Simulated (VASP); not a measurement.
# SiC (base) (F-43m) in VASP: relaxation of cell and atoms with PBE

Aim: the relaxation of cell and atoms of SiC (base) with PBE.

Program: VASP 6.6.1. These are calculated values, not measurements. Logs are shortened: lines on timing, memory, paths and dates and some standing lists are left out, and cuts for length are marked.

## (1) The cell of the first run

The structure is cubic, space group F-43m (No. 216). The conventional cell has a = 4.380 Å, b = 4.380 Å, c = 4.380 Å, α = 90.00°, β = 90.00°, γ = 90.00°. Si (site symmetry -43m) has 4 C at 1.90 Å within 2.5 Å. C (site symmetry -43m) has 4 Si at 1.90 Å within 2.5 Å.

## (2) Relaxation of cell and atoms, PBE

The input, INCAR:

```
SYSTEM = SiC
PREC = Accurate ; ENCUT = 600
EDIFF = 1E-7 ; ISMEAR = 0
SIGMA = 0.01 ; LREAL = .FALSE.
LASPH = .TRUE. ; NELM = 120
ALGO = Normal ; ISIF = 3
LWAVE = .FALSE. ; LCHARG = .FALSE.
GGA = PE ; IBRION = 2
NSW = 80 ; EDIFFG = -0.001
GGA_COMPAT = .FALSE. ; NELMIN = 4
```

The input, KPOINTS:

```
regular mesh
0
G
  12 12 12
  0 0 0
```

The input, POSCAR:

```
SiC
1.0
    0.0000000000      2.1898721326      2.1898721326
    2.1898721326      0.0000000000      2.1898721326
    2.1898721326      2.1898721326      0.0000000000
Si C
1 1
Direct
    0.0000000000      0.0000000000      0.0000000000
    0.2500000000      0.2500000000      0.2500000000
```

Potentials or basis: VASP PAW PBE potentials, release 64 (Si, C).

Started as:

```sh
cat potpaw_PBE.64/Si/POTCAR potpaw_PBE.64/C/POTCAR > POTCAR
mpirun -np 1 vasp_std > vasp.out
```

OUTCAR:

```text
SYSTEM = SiC
   PREC = Accurate
   ENCUT = 600
   EDIFF = 1E-7
   ISMEAR = 0
   LREAL = .FALSE.
   LASPH = .TRUE.
   NELM = 120
   ISIF = 3
   GGA = PE
   IBRION = 2
   NSW = 80
   EDIFFG = -0.001
   NELMIN = 4

 ion  position               nearest neighbor table
   1  0.000  0.000  0.000-   2 1.90   2 1.90   2 1.90   2 1.90
   2  0.250  0.250  0.250-   1 1.90   1 1.90   1 1.90   1 1.90

  LATTYP: Found a face centered cubic cell.
 ALAT       =     4.3797442652

  Lattice vectors:

 A1 = (   0.0000000000,   2.1898721326,   2.1898721326)
 A2 = (   2.1898721326,   0.0000000000,   2.1898721326)
 A3 = (   2.1898721326,   2.1898721326,   0.0000000000)

Analysis of symmetry for initial positions (statically):
=====================================================================
 Subroutine PRICEL returns:
 Original cell was already a primitive cell.

 Routine SETGRP: Setting up the symmetry group for a
 face centered cubic supercell.

 Subroutine GETGRP returns: Found 24 space group operations
 (whereof 24 operations were pure point group operations)
 out of a pool of 48 trial point group operations.

The static configuration has the point symmetry T_d .

Analysis of symmetry for dynamics (positions and initial velocities):
=====================================================================
 Subroutine PRICEL returns:
 Original cell was already a primitive cell.

 Routine SETGRP: Setting up the symmetry group for a
 face centered cubic supercell.

 Subroutine GETGRP returns: Found 24 space group operations
 (whereof 24 operations were pure point group operations)
 out of a pool of 48 trial point group operations.

The dynamic configuration has the point symmetry T_d .

 Subroutine INISYM returns: Found 24 space group operations
 (whereof 24 operations are pure point group operations),
 and found     1 'primitive' translations

----------------------------------------------------------------------------------------

                                     Primitive cell

  volume of cell :      21.0032

  direct lattice vectors                    reciprocal lattice vectors
     0.000000000  2.189872133  2.189872133    -0.228323833  0.228323833  0.228323833
     2.189872133  0.000000000  2.189872133     0.228323833 -0.228323833  0.228323833
     2.189872133  2.189872133  0.000000000     0.228323833  0.228323833 -0.228323833

  length of vectors
     3.096946870  3.096946870  3.096946870     0.395468480  0.395468480  0.395468480

  position of ions in fractional coordinates (direct lattice)
     0.000000000  0.000000000  0.000000000
     0.250000000  0.250000000  0.250000000

  ion indices of the primitive-cell ions
   primitive index   ion index
                 1           1
                 2           2

----------------------------------------------------------------------------------------

 KPOINTS: regular mesh

Automatic generation of k-mesh.
 Grid dimensions read from file:
 generate k-points for:   12   12   12

 Generating k-lattice:

  Cartesian coordinates                     Fractional coordinates (reciprocal lattice)
    -0.019026986  0.019026986  0.019026986     0.083333333  0.000000000  0.000000000
     0.019026986 -0.019026986  0.019026986     0.000000000  0.083333333  0.000000000
     0.019026986  0.019026986 -0.019026986     0.000000000  0.000000000  0.083333333

  Length of vectors
     0.032955707  0.032955707  0.032955707

  Shift w.r.t. Gamma in fractional coordinates (k-lattice)
     0.000000000  0.000000000  0.000000000

 Subroutine IBZKPT returns following result:
 ===========================================

 Found     72 irreducible k-points:

 Following reciprocal coordinates:
            Coordinates               Weight
  0.000000  0.000000  0.000000      1.000000
  0.083333  0.000000  0.000000      8.000000
  0.166667  0.000000  0.000000      8.000000
  0.250000  0.000000  0.000000      8.000000
  0.333333  0.000000  0.000000      8.000000
  0.416667  0.000000  0.000000      8.000000
[... 16 lines left out ...]
  0.500000  0.166667  0.000000     24.000000
 -0.416667  0.166667  0.000000     24.000000
 [... further k-points ...]
   k-points           NKPTS =     72   k-points in BZ     NKDIM =     72   number of bands    NBANDS=      8
   number of dos      NEDOS =    301   number of ions     NIONS =      2
   total plane-waves  NPLWV =  21952
   dimension x,y,z NGX =    28 NGY =   28 NGZ =   28
   dimension x,y,z NGXF=    56 NGYF=   56 NGZF=   56
   ions per type =               1   1
   NGX,Y,Z   is equivalent  to a cutoff of  15.03, 15.03, 15.03 a.u.
   NGXF,Y,Z  is equivalent  to a cutoff of  30.06, 30.06, 30.06 a.u.
 SYSTEM =  SiC
   PREC   = accura    normal or accurate (medium, high low for compatibility)
   ISTART =      0    job   : 0-new  1-cont  2-samecut
   ICHARG =      2    charge: 1-file 2-atom 10-const
   ISPIN  =      1    spin polarized calculation?
   LNONCOLLINEAR =      F non collinear calculations
   LSORBIT =      F    spin-orbit coupling
   LASPH  =      T    aspherical Exc in radial PAW
   ENCUT  =  600.0 eV  44.10 Ry    6.64 a.u.   6.19  6.19  6.19*2*pi/ulx,y,z
   NELM   =    120;   NELMIN=  4; NELMDL= -5     # of ELM steps
   EDIFF  = 0.1E-06   stopping-criterion for ELM
   LREAL  =      F    real-space projection
   EDIFFG = -.1E-02   stopping-criterion for IOM
   NSW    =     80    number of steps for IOM
   IBRION =      2    ionic relax: 0-MD 1-quasi-New 2-CG
   NFREE  =      1    steps in history (QN), initial steepest desc. (CG)
   ISIF   =      3    stress and relaxation
   ISYM   =      2    0-nonsym 1-usesym 2-fastsym
   POTIM  = 0.5000    time-step for ionic-motion
   TEBEG  =    0.0;   TEEND  =   0.0 temperature during run
   PSTRESS=    0.0 pullay stress
   NELECT =       8.0000    total number of electrons
   NUPDOWN=      -1.0000    fix difference up-down
   EMIN   =  10.00;   EMAX   =-10.00  energy-range for DOS
   EFERMI =   0.00;   METHOD = LEGACY
   ISMEAR =     0;   SIGMA  =   0.01  broadening in eV -4-tet -1-fermi 0-gaus
   EFERMI_NEDOS =   21; number of points for ismear=-14 and -15
   IALGO  =     38    algorithm
   IMIX   =      4    mixing-type and parameters
     AMIX     =   0.40;   BMIX     =  1.00
     AMIX_MAG =   1.60;   BMIX_MAG =  1.00
  volume/ion in A,a.u.               =      10.50        70.87
  Fermi-wavevector in a.u.,A,eV,Ry     =   1.186705  2.242547 19.160657  1.408269
  Thomas-Fermi vector in A             =   2.322872
   LORBIT       =      0    0 simple, 1 ext, 2 COOP (PROOUT), +10 PAW based schemes
   GGA     = PE    functional components
   LHFCALC =     F    Hartree Fock is set to
   AEXX    =    0.0000 exact exchange contribution
   IVDW    =     0    specifies the selected vdW correction
   LEPSILON=     F    determine dielectric tensor
   LRPA    =     F    only Hartree local field effects (RPA)
 conjugate gradient relaxation of ions
 non-spin polarized calculation
 Gauss-broadening in eV      SIGMA  =   0.01
  energy-cutoff  :      600.00
  volume of cell :       21.00
 maximum number of plane-waves:       725
 NGX is ok and might be reduce to    28
   NGX = 13   NGY = 13   NGZ = 13

--------------------------------------- Ionic step        1  -------------------------------------------

 number of electron       8.0000000 magnetization

 Free energy of the ion-electron system (eV)
  ---------------------------------------------------
  ext. energy  EPLUGINS =         0.00000000
  ---------------------------------------------------
  free energy    TOTEN  =       -15.06231699 eV

  energy without entropy =      -15.06231699  energy(sigma->0) =      -15.06231699

------------------------ aborting loop because EDIFF is reached ----------------------------------------

  FORCE on cell =-STRESS in cart. coord.  units (eV):
  Direction    XX          YY          ZZ          XY          YZ          ZX
  --------------------------------------------------------------------------------------
  -------------------------------------------------------------------------------------
  Total       -0.0245840     -0.0245840     -0.0245840      0.0000000      0.0000000      0.0000000
  in kB       -1.8753287     -1.8753287     -1.8753287      0.0000000      0.0000000      0.0000000
  external PRESSURE =      -1.8753287 kB  Pullay stress =       0.0000000 kB

 VOLUME and BASIS-vectors are now :
 -----------------------------------------------------------------------------
  energy-cutoff  :      600.00
  volume of cell :       21.00
      direct lattice vectors                 reciprocal lattice vectors
     0.000000000  2.189872133  2.189872133    -0.228323833  0.228323833  0.228323833
     2.189872133  0.000000000  2.189872133     0.228323833 -0.228323833  0.228323833
     2.189872133  2.189872133  0.000000000     0.228323833  0.228323833 -0.228323833
[... 37 lines left out ...]
 POSITION                                       TOTAL-FORCE (eV/Angst)
 -----------------------------------------------------------------------------------
      2.18857      0.00000      2.18857         0.000000      0.000000      0.000000
      1.09429      1.09429      1.09429        -0.000000     -0.000000     -0.000000
 -----------------------------------------------------------------------------------
    total drift:                               -0.000000     -0.000000     -0.000000

  FREE ENERGIE OF THE ION-ELECTRON SYSTEM (eV)
  ---------------------------------------------------
  free  energy   TOTEN  =       -15.0623183683 eV

  energy  without entropy=      -15.0623183683  energy(sigma->0) =      -15.06231837

--------------------------------------- Ionic step        3  -------------------------------------------

 number of electron       8.0000000 magnetization

 Free energy of the ion-electron system (eV)
  ---------------------------------------------------
  ext. energy  EPLUGINS =         0.00000000
  ---------------------------------------------------
  free energy    TOTEN  =       -15.06232869 eV

  energy without entropy =      -15.06232869  energy(sigma->0) =      -15.06232869

 E-fermi :   8.0276     XC(G=0): -11.2951

 val. band max:        7.9497569210   @ k =   0.0000   0.0000   0.0000
 cond. band min:       9.3202078096   @ k =   0.5000   0.5000   0.0000
 fundamental gap:      1.3704508886
 Fermi energy:         8.0276362571

 k-point     1 :       0.0000    0.0000    0.0000
  band No.  band energies     occupation
      1      -7.3438      2.00000
      2       7.9498      2.00000
      3       7.9498      2.00000
      4       7.9498      2.00000
      5      14.0194      0.00000
      6      15.1614      0.00000
      7      15.1614      0.00000
      8      15.1614      0.00000

 k-point     2 :       0.0833    0.0000    0.0000
  band No.  band energies     occupation
      1      -7.2095      2.00000
      2       7.2240      2.00000
      3       7.8552      2.00000
      4       7.8552      2.00000
      5      14.2730      0.00000
      6      15.3024      0.00000
      7      15.3357      0.00000
      8      15.3357      0.00000
[... 221 lines left out ...]
 k-point    23 :       0.5000    0.1667    0.0000
  band No.  band energies     occupation
      1      -3.6854      2.00000
      2       0.2432      2.00000
      3       5.1912      2.00000
      4       6.2114      2.00000
      5      12.7479      0.00000
      6      15.6671      0.00000
      7      16.7329      0.00000
      8      18.4654      0.00000

 k-point    24 :      -0.4167    0.1667    0.0000
  band No.  band energies     occupation
      1      -3.5094      2.00000
      2       0.0091      2.00000
      3       4.8821      2.00000
      4       6.4475      2.00000
      5      13.0499      0.00000
      6      15.5735      0.00000
      7      16.4200      0.00000
      8      18.9958      0.00000

 [... further k-points ...]
[... 5 lines left out ...]
  --------------------------------------------------------------------------------------
  -------------------------------------------------------------------------------------
  Total        0.0013144      0.0013144      0.0013144      0.0000000      0.0000000     -0.0000000
  in kB        0.1003623      0.1003623      0.1003623      0.0000000      0.0000000     -0.0000000
  external PRESSURE =       0.1003623 kB  Pullay stress =       0.0000000 kB

 VOLUME and BASIS-vectors are now :
 -----------------------------------------------------------------------------
  energy-cutoff  :      600.00
  volume of cell :       20.98
      direct lattice vectors                 reciprocal lattice vectors
     0.000000000  2.189190702  2.189190702    -0.228394904  0.228394904  0.228394904
     2.189190702  0.000000000  2.189190702     0.228394904 -0.228394904  0.228394904
     2.189190702  2.189190702  0.000000000     0.228394904  0.228394904 -0.228394904

 POSITION                                       TOTAL-FORCE (eV/Angst)
 -----------------------------------------------------------------------------------
      0.00000      0.00000      0.00000         0.000000      0.000000      0.000000
      1.09460      1.09460      1.09460        -0.000000     -0.000000     -0.000000
 -----------------------------------------------------------------------------------
    total drift:                               -0.000000     -0.000000     -0.000000

  FREE ENERGIE OF THE ION-ELECTRON SYSTEM (eV)
  ---------------------------------------------------
  free  energy   TOTEN  =       -15.0623286866 eV

  energy  without entropy=      -15.0623286866  energy(sigma->0) =      -15.06232869

 reached required accuracy - stopping structural energy minimisation
```

Run time: 24 s. Hardware: 1 thread of Intel Xeon 6975P-C, shared host; peak memory 0.16 GiB.

Results:

```yaml
Free_energy: -15.0623 eV
Relaxed_volume: 10.49 Å³/atom
Relaxed_cell: a = 3.096 Å, b = 3.096 Å, c = 3.096 Å, α = 60.00°, β = 60.00°, γ = 60.00°
Space_group_after_relaxing_to_0.05_Å: F-43m (No. 216)
Energy_gained_by_relaxing: 0.0 meV/atom
Ionic_steps: 3
Pressure_after_relaxing: 0.0 GPa
Band_gap_on_the_k_mesh: 1.37 eV, indirect (least direct gap 4.53 eV)
```

Final structure:
```xyz
2
Lattice="0.0000 2.1892 2.1892 2.1892 0.0000 2.1892 2.1892 2.1892 0.0000" Properties=species:S:1:pos:R:3 pbc="T T T"
Si    0.0000    0.0000    0.0000
C     1.0946    1.0946    1.0946
```
